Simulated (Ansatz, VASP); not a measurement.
# One calculation of Ru4C, two programs

```
Ru C
1.0
     2.67406    0.00000    0.00000
    -1.33703    2.31580    0.00000
     0.00000    0.00000   23.26220
Ru C
4 1
Direct
  0.66667 0.33333 0.17195
  0.33333 0.66667 0.26280
  0.66667 0.33333 0.35328
  0.33333 0.66667 0.44115
  0.83333 0.66667 0.49833
```

Alike in both runs: task single point; functional LDA; k mesh 12 × 12 × 1; occupations gaussian, width 0.1 eV; collinear spin.

```csv
,VASP,Ansatz
version,VASP 6.6.1,Ansatz 0.2.0
potentials or method,"VASP PAW LDA potentials, release 64 (Ru_pv, C), cutoff 520 eV","scalar-relativistic, plane waves, PAW"
valence electrons in the cell,60,68
```

Ansatz gave:

```
gap on the k mesh at the Fermi level (eV) : none
rms of the force components (eV/Å)        : 1.053
net moment per atom (μB)                  : 0.00
```

Q: Estimate VASP's values.

A: gap on the k mesh at the Fermi level (eV): none; rms of the force components (eV/Å): 1.032; net moment per atom (μB): 0.00.

Ansatz warns that its potentials were made for another functional, while VASP's fit it. LDA's correlation is that of Perdew and Zunger in VASP and of Perdew and Wang (1992) in Ansatz. Atom by atom the forces differ by 0.043 eV/Å (rms over components). A gap of «none» marks a metal or a gap that the smearing closes. VASP's potentials hold 60 valence electrons a cell and Ansatz's 68, so a difference there can come from the potentials and not from the codes. Ansatz's warnings: seeded moment not kept.
